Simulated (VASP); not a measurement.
# Re in VASP: single point with PBE

Aim: the single point of Re with PBE.

Everything below comes from runs of VASP 6.6.1. Logs are shortened: lines on timing, memory, paths and dates and some standing lists are left out, and cuts for length are marked.

**1. The cell of the first run**

The cell holds a slab with vacuum, 2 atoms: a = 2.768 Å, b = 3.915 Å, c = 17.384 Å, α = 90.00°, β = 90.00°, γ = 90.00°.

**2. Single point, PBE**

The input, POSCAR:

```
Re
1.0
    2.7683205747      0.0000000000      0.0000000000
    0.0000000000      3.9149965018      0.0000000000
    0.0000000000      0.0000000000     17.3842000000
Re
2
Direct
    0.2500000000      0.2500000000      0.4601891290
    0.7500000000      0.7500000000      0.5398108710
```

The input, INCAR.step1:

```
SYSTEM = Re
PREC     = Accurate       ! precision mode
ENCUT    = 520            ! plane-wave cutoff, eV
EDIFF    = 1E-6           ! SCF threshold, eV
ISMEAR   = -1             ! smearing method
SIGMA    = 0.08           ! smearing width, eV
LREAL    = .False.        ! projectors in reciprocal space
LASPH    = .True.         ! aspherical terms in the spheres
NELM     = 80             ! most SCF steps
ALGO     = Normal         ! electronic algorithm
ISIF     = 2              ! what is computed and relaxed
LWAVE    = .False.        ! write WAVECAR
LCHARG   = .True.         ! write CHGCAR
LMAXMIX  = 4              ! l up to which the mixer works
LDIPOL   = .True.       
IDIPOL   = 3            
DIPOL    = 0.5 0.5 0.500
GGA      = PE             ! functional
NBANDS   = 14             ! bands
```

The input, KPOINTS.step1:

```
regular mesh
0
Gamma
  15 11 1
  0 0 0
```

The input, INCAR.step2:

```
SYSTEM = Re
PREC     = Accurate       ! precision mode
ENCUT    = 520            ! plane-wave cutoff, eV
EDIFF    = 1E-6           ! SCF threshold, eV
ISMEAR   = -5             ! smearing method
SIGMA    = 0.08           ! smearing width, eV
LREAL    = .False.        ! projectors in reciprocal space
LASPH    = .True.         ! aspherical terms in the spheres
NELM     = 80             ! most SCF steps
ALGO     = Normal         ! electronic algorithm
ISIF     = 2              ! what is computed and relaxed
LWAVE    = .False.        ! write WAVECAR
LCHARG   = .False.        ! write CHGCAR
LMAXMIX  = 4              ! l up to which the mixer works
LDIPOL   = .True.       
IDIPOL   = 3            
DIPOL    = 0.5 0.5 0.500
GGA      = PE             ! functional
LORBIT   = 11             ! projections on sites
NBANDS   = 14             ! bands
NEDOS    = 1001           ! points of the DOS
ICHARG   = 11             ! starting density
```

The input, KPOINTS.step2:

```
regular mesh
0
Gamma
  23 17 1
  0 0 0
```

Potentials or basis: VASP PAW PBE potentials, release 64 (Re).

Command:

```sh
$ cat potpaw_PBE.64/Re/POTCAR > POTCAR
$ cp INCAR.step1 INCAR
$ cp KPOINTS.step1 KPOINTS
$ mpirun -np 1 vasp_std > vasp.out
$ cp INCAR.step2 INCAR
$ cp KPOINTS.step2 KPOINTS
$ mpirun -np 1 vasp_std > vasp.out
```

OUTCAR:

```text
SYSTEM = Re
   PREC = Accurate
   ENCUT = 520
   EDIFF = 1E-6
   ISMEAR = -5
   LREAL = .False.
   LASPH = .True.
   NELM = 80
   ISIF = 2
   GGA = PE
   LORBIT = 11
   ICHARG = 11

 ion  position               nearest neighbor table
   1  0.250  0.250  0.460-   2 2.77   2 2.77   2 2.77   2 2.77
   2  0.750  0.750  0.540-   1 2.77   1 2.77   1 2.77   1 2.77

  LATTYP: Found a simple orthorhombic cell.
 ALAT       =     2.7683205747
 B/A-ratio  =     1.4142135624
 C/A-ratio  =     6.2796917954

  Lattice vectors:

 A1 = (   2.7683205747,   0.0000000000,   0.0000000000)
 A2 = (   0.0000000000,   3.9149965018,   0.0000000000)
 A3 = (   0.0000000000,   0.0000000000,  17.3842000000)

Analysis of symmetry for initial positions (statically):
=====================================================================
 Subroutine PRICEL returns:
 Original cell was already a primitive cell.

 Routine SETGRP: Setting up the symmetry group for a
 simple orthorhombic supercell.

 Subroutine GETGRP returns: Found  8 space group operations
 (whereof  2 operations were pure point group operations)
 out of a pool of  8 trial point group operations.

The static configuration has the point symmetry S_2 .
 The point group associated with its full space group is D_2h.

Analysis of symmetry for dynamics (positions and initial velocities):
=====================================================================
 Subroutine PRICEL returns:
 Original cell was already a primitive cell.

 Routine SETGRP: Setting up the symmetry group for a
 simple orthorhombic supercell.

 Subroutine GETGRP returns: Found  8 space group operations
 (whereof  2 operations were pure point group operations)
 out of a pool of  8 trial point group operations.

The dynamic configuration has the point symmetry S_2 .
 The point group associated with its full space group is D_2h.

 Subroutine INISYM returns: Found  8 space group operations
 (whereof  2 operations are pure point group operations),
 and found     1 'primitive' translations

----------------------------------------------------------------------------------------

                                     Primitive cell

  volume of cell :     188.4094

  direct lattice vectors                    reciprocal lattice vectors
     2.768320575  0.000000000  0.000000000     0.361229841  0.000000000  0.000000000
     0.000000000  3.914996502  0.000000000     0.000000000  0.255428070  0.000000000
     0.000000000  0.000000000 17.384200000     0.000000000  0.000000000  0.057523498

[... 108 lines left out ...]
  Thomas-Fermi vector in A             =   1.769004
   LORBIT       =     11    0 simple, 1 ext, 2 COOP (PROOUT), +10 PAW based schemes
   GGA     = PE    functional components
   LHFCALC =     F    Hartree Fock is set to
   AEXX    =    0.0000 exact exchange contribution
   IVDW    =     0    specifies the selected vdW correction
   LEPSILON=     F    determine dielectric tensor
   LRPA    =     F    only Hartree local field effects (RPA)
 non-spin polarized calculation
 Fermi weights with tetrahedron method with Bloechl corrections
  energy-cutoff  :      520.00
  volume of cell :      188.41
 maximum number of plane-waves:      5112
 NGX is ok and might be reduce to    24

 number of electron      14.0000001 magnetization

 dipolmoment           0.000000      0.000000     -0.000000 electrons x Angstroem

 Free energy of the ion-electron system (eV)
  ---------------------------------------------------
  ext. energy  EPLUGINS =         0.00000000
  ---------------------------------------------------
  free energy    TOTEN  =       -19.81387309 eV

  energy without entropy =      -19.81387309  energy(sigma->0) =      -19.81387309

 E-fermi :  -2.6499     XC(G=0):  -3.5554

 val. band max:       -2.6416582636   @ k =   0.0000   0.0000   0.0000
 cond. band min:      -2.6729769948   @ k =   0.0870   0.2941   0.0000
 fundamental gap:     -0.0313187312
 Fermi energy:        -2.6498537945

 k-point     1 :       0.0000    0.0000    0.0000
  band No.  band energies     occupation
      1      -9.2696      2.00000
      2      -7.1685      2.00000
      3      -5.7966      2.00000
      4      -4.5909      2.00000
      5      -4.0780      2.00000
      6      -2.9939      2.00000
      7      -2.6417      1.79272
      8      -2.5300     -0.01617
      9      -2.3841      0.00000
     10      -1.7342      0.00000
     11      -0.7016      0.00000
     12       0.3991      0.00000
     13       1.2286      0.00000
     14       2.1042      0.00000
[... 377 lines left out ...]
      1      -6.4321      2.00000
      2      -6.3946      2.00000
      3      -5.9626      2.00000
      4      -5.9521      2.00000
      5      -3.4452      2.00000
      6      -3.2659      2.00000
      7      -2.1008      0.00000
      8      -1.9074      0.00000
      9      -0.8546      0.00000
     10      -0.7485      0.00000
     11       1.6762      0.00000
     12       1.7881      0.00000
     13       3.6944      0.00000
     14       3.7047      0.00000

 [... further k-points ...]

------------------------ aborting loop because EDIFF is reached ----------------------------------------

 vacuum level on the upper side and lower side of the slab       (xc-potential included)        -0.115        -0.115

  FORCE on cell =-STRESS in cart. coord.  units (eV):
  Direction    XX          YY          ZZ          XY          YZ          ZX
  --------------------------------------------------------------------------------------
  -------------------------------------------------------------------------------------
  Total      -10.3392600    -11.2765898     -4.8306212      0.0000000      0.0000000      0.0000000
  in kB      -87.9220024    -95.8927769    -41.0781712      0.0000000      0.0000000      0.0000000
  external PRESSURE =     -74.9643168 kB  Pullay stress =       0.0000000 kB

 VOLUME and BASIS-vectors are now :
 -----------------------------------------------------------------------------
  energy-cutoff  :      520.00
  volume of cell :      188.41
      direct lattice vectors                 reciprocal lattice vectors
     2.768320575  0.000000000  0.000000000     0.361229841  0.000000000  0.000000000
     0.000000000  3.914996502  0.000000000     0.000000000  0.255428070  0.000000000
     0.000000000  0.000000000 17.384200000     0.000000000  0.000000000  0.057523498

 POSITION                                       TOTAL-FORCE (eV/Angst)
 -----------------------------------------------------------------------------------
      0.69208      0.97875      8.00002         0.000000      0.000000      3.583629
      2.07624      2.93625      9.38418         0.000000     -0.000000     -3.583629
 -----------------------------------------------------------------------------------
    total drift:                               -0.000000     -0.000000     -0.000000

  FREE ENERGIE OF THE ION-ELECTRON SYSTEM (eV)
  ---------------------------------------------------
  free  energy   TOTEN  =       -19.8138730916 eV

  energy  without entropy=      -19.8138730916  energy(sigma->0) =      -19.81387309

 vacuum level on the upper side and lower side of the slab         2.001         2.001

 total charge

# of ion       s       p       d       tot
------------------------------------------
    1        0.602   0.348   4.591   5.540
    2        0.602   0.348   4.591   5.540
--------------------------------------------------
tot          1.204   0.695   9.181  11.080
```

OUTCAR.step1:

```text
SYSTEM = Re
   PREC = Accurate
   ENCUT = 520
   EDIFF = 1E-6
   ISMEAR = -1
   LREAL = .False.
   LASPH = .True.
   NELM = 80
   ISIF = 2
[... 635 lines left out ...]
      0.69208      0.97875      8.00002         0.000000      0.000000      3.569458
      2.07624      2.93625      9.38418         0.000000      0.000000     -3.569458
 -----------------------------------------------------------------------------------
    total drift:                                0.000000      0.000000      0.000000

  FREE ENERGIE OF THE ION-ELECTRON SYSTEM (eV)
  ---------------------------------------------------
  free  energy   TOTEN  =       -19.8519126451 eV

  energy  without entropy=      -19.7835493176  energy(sigma->0) =      -19.81773098

 vacuum level on the upper side and lower side of the slab         2.001         2.001
```

OSZICAR.step1:

```text
N       E                     dE             d eps       ncg     rms          rms(c)
DAV:   1     0.472527691897E+02    0.47253E+02   -0.44448E+03  2294   0.772E+02
DAV:   2    -0.153301069613E+02   -0.62583E+02   -0.55206E+02  2502   0.227E+02
DAV:   3    -0.211152836855E+02   -0.57852E+01   -0.49989E+01  2640   0.611E+01
[... 13 lines left out ...]
DAV:  17    -0.198519014468E+02   -0.18384E-04   -0.51939E-07  1376   0.118E-02    0.148E-03
DAV:  18    -0.198519084542E+02   -0.70074E-05   -0.34228E-07  1466   0.783E-03    0.103E-03
DAV:  19    -0.198519102302E+02   -0.17760E-05   -0.11443E-07  1338   0.988E-03    0.107E-03
DAV:  20    -0.198519124129E+02   -0.21827E-05   -0.14545E-07  1072   0.689E-03    0.368E-04
DAV:  21    -0.198519126451E+02   -0.23224E-06   -0.84758E-08  1440   0.837E-03
   1 F= -.19851913E+02 E0= -.19817731E+02  d E =-.683633E-01
```

It took 8 min on 1 thread of AMD EPYC 9755, shared host; peak memory 0.42 GiB.

Results:

| Quantity | Value |
| --- | --- |
| Valence electrons inside the program's atomic spheres | Re 5.54 |

Caveat: spin-orbit coupling is left out, which moves the levels of the heavy elements.
